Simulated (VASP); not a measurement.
Input of a VASP 6.6.1 run:

Contents of INCAR:

```
SYSTEM = Cu
ALGO     = Normal         ! electronic algorithm
EDIFF    = 1E-6           ! SCF threshold, eV
ENCUT    = 600            ! plane-wave cutoff, eV
GGA      = CA             ! functional
GGA_COMPAT= .FALSE.      
ISIF     = 2              ! what is computed and relaxed
ISMEAR   = -1             ! smearing method
LASPH    = .TRUE.         ! aspherical terms in the spheres
LCHARG   = .FALSE.        ! write CHGCAR
LREAL    = .FALSE.        ! projectors in reciprocal space
LWAVE    = .FALSE.        ! write WAVECAR
NBANDS   = 12             ! bands
NELM     = 120            ! most SCF steps
PREC     = Accurate       ! precision mode
SIGMA    = 0.1            ! smearing width, eV
```

The input KPOINTS:

```
k-points
0
G
  2 9 1
  0 0 0
```

The input POSCAR:

```
Cu
1.0
   11.5702540000      0.0000000000      0.0000000000
    0.0000000000      2.2382120000      0.0000000000
   -4.5956240000      0.0000000000     21.7433880000
Cu
1
Direct
    0.5000000000      0.5000000000      0.5000000000
```

Potentials or basis: VASP PAW LDA potentials, release 64 (Cu).

The run is started by

```bash
$ cat potpaw_LDA.64/Cu/POTCAR > POTCAR
$ mpirun -np 1 vasp_std > vasp.out
```

**Question.** Estimate the pressure.

**Answer.** 0.0 GPa.

Stress tensor (GPa, compression positive):
```
 0.00  0.00  0.00
 0.00 -0.11  0.00
 0.00  0.00  0.00
```
